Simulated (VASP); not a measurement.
# Mg (P6_3/mmc) in VASP: single point with r2SCAN

Aim: the single point of Mg with r2SCAN.

Everything below comes from runs of VASP 6.6.1. Logs are shortened: lines on timing, memory, paths and dates and some standing lists are left out, and cuts for length are marked.

### Step 1. The cell of the first run

The structure is hexagonal, space group P6_3/mmc (No. 194). The conventional cell has a = 3.210 Å, b = 3.210 Å, c = 10.319 Å, α = 90.00°, β = 90.00°, γ = 120.00°. Mg (site symmetry -3m) has 12 Mg at 3.18 to 3.21 Å within 4.2 Å. Within 4.2 Å of Mg (site symmetry -6m2) lie 12 Mg at 3.18 to 3.21 Å.

### Step 2. Single point, r2SCAN

File POSCAR:

```
Mg
1.0
    3.2102761295      0.0000000000      0.0000000000
   -1.6051380647      2.7801806813      0.0000000000
    0.0000000000      0.0000000000     10.3191049828
Mg
4
Direct
    0.0000000000      0.0000000000      0.0000000000
    0.3333333333      0.6666666667      0.2500000000
    0.0000000000      0.0000000000      0.5000000000
    0.6666666667      0.3333333333      0.7500000000
```

File INCAR.step1:

```
ALGO     = Normal         # electronic algorithm
EDIFF    = 1E-4           # SCF threshold, eV
ENCUT    = 520            # plane-wave cutoff, eV
GGA      = PE             # functional
ISMEAR   = 0              # smearing method
LASPH    = True           # aspherical terms in the spheres
LCHARG   = False          # write CHGCAR
LREAL    = False          # projectors in reciprocal space
LWAVE    = True           # write WAVECAR
NBANDS   = 12             # bands
NELM     = 60             # most SCF steps
PREC     = Accurate       # precision mode
SIGMA    = 0.1            # smearing width, eV
```

File INCAR.step2:

```
ALGO     = Normal         # electronic algorithm
EDIFF    = 1E-7           # SCF threshold, eV
ENCUT    = 520            # plane-wave cutoff, eV
ISIF     = 2              # what is computed and relaxed
ISMEAR   = 0              # smearing method
ISTART   = 1            
LASPH    = True           # aspherical terms in the spheres
LCHARG   = False          # write CHGCAR
LMIXTAU  = True         
LREAL    = False          # projectors in reciprocal space
LWAVE    = False          # write WAVECAR
METAGGA  = R2SCAN         # meta-GGA
NBANDS   = 12             # bands
NELM     = 60             # most SCF steps
PREC     = Accurate       # precision mode
SIGMA    = 0.1            # smearing width, eV
```

File KPOINTS:

```
k-points
0
Gamma
  15 15 4
```

Potentials or basis: VASP PAW PBE potentials, release 64 (Mg).

Command:

```bash
cat potpaw_PBE.64/Mg/POTCAR > POTCAR
cp INCAR.step1 INCAR
mpirun -np 1 vasp_std > vasp.out
cp INCAR.step2 INCAR
mpirun -np 1 vasp_std > vasp.out
```

OUTCAR:

```text
EDIFF = 1E-7
   ENCUT = 520
   ISIF = 2
   ISMEAR = 0
   ISTART = 1
   LASPH = True
   LREAL = False
   METAGGA = R2SCAN
   NELM = 60
   PREC = Accurate

 ion  position               nearest neighbor table
   1  0.000  0.000  0.000-   2 3.18   4 3.18   2 3.18   4 3.18   4 3.18   2 3.18
   2  0.333  0.667  0.250-   1 3.18   3 3.18   1 3.18   3 3.18   1 3.18   3 3.18
   3  0.000  0.000  0.500-   2 3.18   4 3.18   2 3.18   4 3.18   4 3.18   2 3.18
   4  0.667  0.333  0.750-   1 3.18   3 3.18   1 3.18   3 3.18   1 3.18   3 3.18

  LATTYP: Found a hexagonal cell.
 ALAT       =     3.2102761295
 C/A-ratio  =     3.2143979417

  Lattice vectors:

 A1 = (   3.2102761295,   0.0000000000,   0.0000000000)
 A2 = (  -1.6051380647,   2.7801806813,   0.0000000000)
 A3 = (   0.0000000000,   0.0000000000,  10.3191049828)

Analysis of symmetry for initial positions (statically):
=====================================================================
 Subroutine PRICEL returns:
 Original cell was already a primitive cell.

 Routine SETGRP: Setting up the symmetry group for a
 hexagonal supercell.

 Subroutine GETGRP returns: Found 24 space group operations
 (whereof 12 operations were pure point group operations)
 out of a pool of 24 trial point group operations.

The static configuration has the point symmetry D_3d.
 The point group associated with its full space group is D_6h.

Analysis of symmetry for dynamics (positions and initial velocities):
=====================================================================
 Subroutine PRICEL returns:
 Original cell was already a primitive cell.

 Routine SETGRP: Setting up the symmetry group for a
 hexagonal supercell.

 Subroutine GETGRP returns: Found 24 space group operations
 (whereof 12 operations were pure point group operations)
 out of a pool of 24 trial point group operations.

The dynamic configuration has the point symmetry D_3d.
 The point group associated with its full space group is D_6h.

 Subroutine INISYM returns: Found 24 space group operations
 (whereof 12 operations are pure point group operations),
 and found     1 'primitive' translations

----------------------------------------------------------------------------------------

                                     Primitive cell

  volume of cell :      92.0995

  direct lattice vectors                    reciprocal lattice vectors
     3.210276129  0.000000000  0.000000000     0.311499684  0.179844426  0.000000000
    -1.605138065  2.780180681  0.000000000     0.000000000  0.359688853  0.000000000
     0.000000000  0.000000000 10.319104983     0.000000000  0.000000000  0.096907629

  length of vectors
     3.210276129  3.210276129 10.319104983     0.359688853  0.359688853  0.096907629

  position of ions in fractional coordinates (direct lattice)
     0.000000000  0.000000000  0.000000000
     0.333333333  0.666666667  0.250000000
     0.000000000  0.000000000  0.500000000
     0.666666667  0.333333333  0.750000000

  ion indices of the primitive-cell ions
   primitive index   ion index
                 1           1
                 2           2
                 3           3
                 4           4

----------------------------------------------------------------------------------------

 KPOINTS: k-points

Automatic generation of k-mesh.
 Grid dimensions read from file:
 generate k-points for:   15   15    4

 Generating k-lattice:

  Cartesian coordinates                     Fractional coordinates (reciprocal lattice)
     0.020766646  0.011989628  0.000000000     0.066666667 -0.000000000  0.000000000
     0.000000000  0.023979257  0.000000000     0.000000000  0.066666667  0.000000000
     0.000000000  0.000000000  0.024226907     0.000000000  0.000000000  0.250000000

  Length of vectors
     0.023979257  0.023979257  0.024226907

  Shift w.r.t. Gamma in fractional coordinates (k-lattice)
     0.000000000  0.000000000  0.000000000

 Subroutine IBZKPT returns following result:
 ===========================================

 Found     81 irreducible k-points:

 Following reciprocal coordinates:
            Coordinates               Weight
  0.000000  0.000000  0.000000      1.000000
  0.066667 -0.000000  0.000000      6.000000
  0.133333  0.000000  0.000000      6.000000
  0.200000 -0.000000  0.000000      6.000000
  0.266667  0.000000  0.000000      6.000000
  0.333333  0.000000  0.000000      6.000000
[... 16 lines left out ...]
  0.333333  0.200000  0.000000     12.000000
  0.400000  0.200000  0.000000      6.000000
 [... further k-points ...]
   k-points           NKPTS =     81   k-points in BZ     NKDIM =     81   number of bands    NBANDS=     12
   number of dos      NEDOS =    301   number of ions     NIONS =      4
   total plane-waves  NPLWV =  46080
   dimension x,y,z NGX =    24 NGY =   24 NGZ =   80
   dimension x,y,z NGXF=    48 NGYF=   48 NGZF=  160
   ions per type =               4
   NGX,Y,Z   is equivalent  to a cutoff of  12.43, 12.43, 12.89 a.u.
   NGXF,Y,Z  is equivalent  to a cutoff of  24.86, 24.86, 25.78 a.u.
 SYSTEM =  unknown system
   PREC   = accura    normal or accurate (medium, high low for compatibility)
   ISTART =      1    job   : 0-new  1-cont  2-samecut
   ICHARG =      0    charge: 1-file 2-atom 10-const
   ISPIN  =      1    spin polarized calculation?
   LNONCOLLINEAR =      F non collinear calculations
   LSORBIT =      F    spin-orbit coupling
   LASPH  =      T    aspherical Exc in radial PAW
   ENCUT  =  520.0 eV  38.22 Ry    6.18 a.u.   5.97  5.97 19.19*2*pi/ulx,y,z
   NELM   =     60;   NELMIN=  2; NELMDL=  0     # of ELM steps
   EDIFF  = 0.1E-06   stopping-criterion for ELM
   LREAL  =      F    real-space projection
   EDIFFG = 0.1E-05   stopping-criterion for IOM
   NSW    =      0    number of steps for IOM
   IBRION =     -1    ionic relax: 0-MD 1-quasi-New 2-CG
   NFREE  =      0    steps in history (QN), initial steepest desc. (CG)
   ISIF   =      2    stress and relaxation
   ISYM   =      2    0-nonsym 1-usesym 2-fastsym
   POTIM  = 0.5000    time-step for ionic-motion
   TEBEG  =    0.0;   TEEND  =   0.0 temperature during run
   PSTRESS=    0.0 pullay stress
   NELECT =       8.0000    total number of electrons
   NUPDOWN=      -1.0000    fix difference up-down
   EMIN   =  10.00;   EMAX   =-10.00  energy-range for DOS
   EFERMI =   0.00;   METHOD = LEGACY
   ISMEAR =     0;   SIGMA  =   0.10  broadening in eV -4-tet -1-fermi 0-gaus
   EFERMI_NEDOS =   21; number of points for ismear=-14 and -15
   IALGO  =     38    algorithm
   IMIX   =      4    mixing-type and parameters
     AMIX     =   0.40;   BMIX     =  1.00
     AMIX_MAG =   1.60;   BMIX_MAG =  1.00
  volume/ion in A,a.u.               =      23.02       155.38
  Fermi-wavevector in a.u.,A,eV,Ry     =   0.725024  1.370097  7.152035  0.525660
  Thomas-Fermi vector in A             =   1.815641
   LORBIT       =      0    0 simple, 1 ext, 2 COOP (PROOUT), +10 PAW based schemes
   METAGGA = R2SCAN    functional components
   LHFCALC =     F    Hartree Fock is set to
   AEXX    =    0.0000 exact exchange contribution
   IVDW    =     0    specifies the selected vdW correction
   LEPSILON=     F    determine dielectric tensor
   LRPA    =     F    only Hartree local field effects (RPA)
 non-spin polarized calculation
 Gauss-broadening in eV      SIGMA  =   0.10
  energy-cutoff  :      520.00
  volume of cell :       92.10
 maximum number of plane-waves:      2514
 NGX is ok and might be reduce to    24
   NGX = 11   NGY = 11   NGZ = 39

 number of electron       8.0000000 magnetization

 Free energy of the ion-electron system (eV)
  ---------------------------------------------------
  ext. energy  EPLUGINS =         0.00000000
  ---------------------------------------------------
  free energy    TOTEN  =       -16.55716589 eV

  energy without entropy =      -16.54758010  energy(sigma->0) =      -16.55237300

 E-fermi :   2.6287     XC(G=0):  -9.0305

 val. band max:        2.6241463302   @ k =   0.2667   0.2667   0.5000
 cond. band min:       2.6354490264   @ k =   0.2000   0.0667   0.0000
 fundamental gap:      0.0113026962
 Fermi energy:         2.6286829143

 k-point     1 :       0.0000    0.0000    0.0000
  band No.  band energies     occupation
      1      -4.7457      2.00000
      2      -3.2481      2.00000
      3      -3.2458      2.00000
      4       0.7874      2.00000
      5       1.5317      2.00000
      6       8.1653      0.00000
      7       8.1757      0.00000
      8      14.2244      0.00000
      9      14.2244      0.00000
     10      14.2886      0.00000
     11      14.2886      0.00000
     12      15.0384      0.00000

 k-point     2 :       0.0667   -0.0000    0.0000
  band No.  band energies     occupation
      1      -4.6533      2.00000
      2      -3.1571      2.00000
      3      -3.1547      2.00000
      4       0.8727      2.00000
      5       1.6197      2.00000
      6       8.2308      0.00000
      7       8.2468      0.00000
      8      12.4033      0.00000
      9      13.1835      0.00000
     10      13.4635      0.00000
     11      13.5547      0.00000
     12      14.2363      0.00000

 k-point     3 :       0.1333    0.0000    0.0000
  band No.  band energies     occupation
      1      -4.3765      2.00000
      2      -2.8844      2.00000
      3      -2.8821      2.00000
      4       1.1287      2.00000
      5       1.8813      2.00000
      6       8.3853      0.00000
      7       8.4432      0.00000
      8      10.3128      0.00000
      9      11.4114      0.00000
     10      11.5035      0.00000
     11      12.2518      0.00000
     12      13.2063      0.00000
[... 286 lines left out ...]
 k-point    23 :       0.3333    0.2000    0.0000
  band No.  band energies     occupation
      1      -0.3191      2.00000
      2       1.0774      2.00000
      3       1.0831      2.00000
      4       2.2915      2.00000
      5       3.7383      0.00000
      6       3.7542      0.00000
      7       4.6426      0.00000
      8       5.0049      0.00000
      9       5.8311      0.00000
     10       6.5283      0.00000
     11       7.2235      0.00000
     12       7.6101      0.00000

 k-point    24 :       0.4000    0.2000    0.0000
  band No.  band energies     occupation
      1       0.8554      2.00000
      2       0.9349      2.00000
      3       1.9632      2.00000
      4       2.0332      2.00000
      5       2.6964      0.33807
      6       2.7421      0.10886
      7       4.6498      0.00000
      8       5.9174      0.00000
      9       6.1111      0.00000
     10       6.1576      0.00000
     11       6.5957      0.00000
     12       7.7408      0.00000

 [... further k-points ...]

------------------------ aborting loop because EDIFF is reached ----------------------------------------

  FORCE on cell =-STRESS in cart. coord.  units (eV):
  Direction    XX          YY          ZZ          XY          YZ          ZX
  --------------------------------------------------------------------------------------
  -------------------------------------------------------------------------------------
  Total       -0.5243924     -0.5243924     -0.5572182     -0.0000000      0.0000000      0.0000000
  in kB       -9.1224090     -9.1224090     -9.6934519     -0.0000000      0.0000000      0.0000000
  external PRESSURE =      -9.3127566 kB  Pullay stress =       0.0000000 kB

 VOLUME and BASIS-vectors are now :
 -----------------------------------------------------------------------------
  energy-cutoff  :      520.00
  volume of cell :       92.10
      direct lattice vectors                 reciprocal lattice vectors
     3.210276129  0.000000000  0.000000000     0.311499684  0.179844426  0.000000000
    -1.605138065  2.780180681  0.000000000     0.000000000  0.359688853  0.000000000
     0.000000000  0.000000000 10.319104983     0.000000000  0.000000000  0.096907629

 POSITION                                       TOTAL-FORCE (eV/Angst)
 -----------------------------------------------------------------------------------
      0.00000      0.00000      0.00000         0.000000      0.000000      0.000000
     -0.00000      1.85345      2.57978        -0.000000     -0.000000     -0.000000
      0.00000      0.00000      5.15955         0.000000      0.000000      0.000000
      1.60514      0.92673      7.73933        -0.000000     -0.000000      0.000000
 -----------------------------------------------------------------------------------
    total drift:                               -0.000000      0.000000     -0.000000

  FREE ENERGIE OF THE ION-ELECTRON SYSTEM (eV)
  ---------------------------------------------------
  free  energy   TOTEN  =       -16.5571658886 eV

  energy  without entropy=      -16.5475801032  energy(sigma->0) =      -16.55237300
```

Run time: 5.3 min. Hardware: 1 thread of Oxide Virtual Turin-like, shared host; peak memory 0.22 GiB.

What came out:

| Item | Value |
| --- | --- |
| Free energy | -16.5572 eV |
| Pressure | -0.9 GPa |
| Band gap on the k mesh | zero (band 4 reaches 3.60 eV, above the bottom of band 5 at 1.53 eV) |

Levels at points of the mesh, in eV from the Fermi level:
```csv
k point,band 2,band 3,band 4,band 5,band 6,band 7
"(0.00, 0.00, 0.00)",-5.88,-5.87,-1.84,-1.10,5.54,5.55
"(0.00, 0.00, 0.50)",-7.00,-4.04,-4.04,1.75,1.75,9.82
```

Caveat: the PAW data sets were made with another functional, which shifts forces and pressure a little.
